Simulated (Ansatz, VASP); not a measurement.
**Si2Sn: VASP beside Ansatz**

File INCAR:

```
PREC = Accurate
ENCUT = 600
EDIFF = 1E-6
ISMEAR = 0
SIGMA = 0.1
LREAL = False
LASPH = True
NELM = 80
ALGO = Normal
ISIF = 3
LWAVE = False
LCHARG = False
GGA = PE
IBRION = 2
NSW = 90
EDIFFG = -0.04
```

Contents of KPOINTS:

```
regular mesh
0
Gamma
  6 6 4
```

Contents of POSCAR:

```
Si2Sn
1.0
    5.2446135200      0.0000000000      0.0000000000
   -2.6223067600      4.5419685400      0.0000000000
    0.0000000000      0.0000000000      4.9086043300
Si Sn
4 2
Direct
    0.0000000000      0.0000000000      0.5000000000
    0.3333333300      0.3333333300      0.0000000000
    0.0000000000      0.6666666700      0.0000000000
    0.6666666700      0.0000000000      0.0000000000
    0.6666666700      0.3333333300      0.5000000000
    0.3333333300      0.6666666700      0.5000000000
```

Input for Ansatz:

```yaml
crystal:
  lattice:
    - [5.24461352, 0.0, 0.0]
    - [-2.62230676, 4.54196854, 0.0]
    - [0.0, 0.0, 4.90860433]
  atoms:
    - { symbol: Si, position: [0.0, 0.0, 0.5] }
    - { symbol: Si, position: [0.33333333, 0.33333333, 0.0] }
    - { symbol: Si, position: [0.0, 0.66666667, 0.0] }
    - { symbol: Si, position: [0.66666667, 0.0, 0.0] }
    - { symbol: Sn, position: [0.66666667, 0.33333333, 0.5] }
    - { symbol: Sn, position: [0.33333333, 0.66666667, 0.5] }
basis:
  ecutwfc: 420
kpoints:
  mp_grid: { grid: [6, 6, 4] }
hamiltonian:
  xc: pbe
scf:
  occupations: { method: gaussian, width: 0.1 }
  lower_state_search: "off"
output:
  forces: true
  stress: true
  eigenvalues: true
relax:
  adjacent_minimum: "off"
  f_tol: 0.04
  max_steps: 70
  cell: { stress_tol: 0.4 }
```

Alike in both runs: task relaxation of cell and atoms; functional PBE; k mesh 6 × 6 × 4; occupations gaussian, width 0.1 eV; no spin polarisation.

|  | VASP | Ansatz |
| --- | --- | --- |
| version | VASP 6.6.1 | Ansatz 0.2.0 |
| potentials or method | VASP PAW PBE potentials, release 64 (Si, Sn_d), cutoff 600 eV | scalar-relativistic, plane waves, PAW |
| valence electrons in the cell | 44 | 44 |

VASP gave:

- gap on the k mesh at the Fermi level, each at its own relaxed structure (eV): none
- relaxed volume (Å³/atom): 20.10
- relaxed cell length with the largest relative difference (Å): 4.599

Problem. Estimate Ansatz's values.

Solution. gap on the k mesh at the Fermi level, each at its own relaxed structure (eV): none; relaxed volume (Å³/atom): 20.04; relaxed cell length with the largest relative difference (Å): 4.586.

A gap of «none» marks a metal or a gap that the smearing closes.
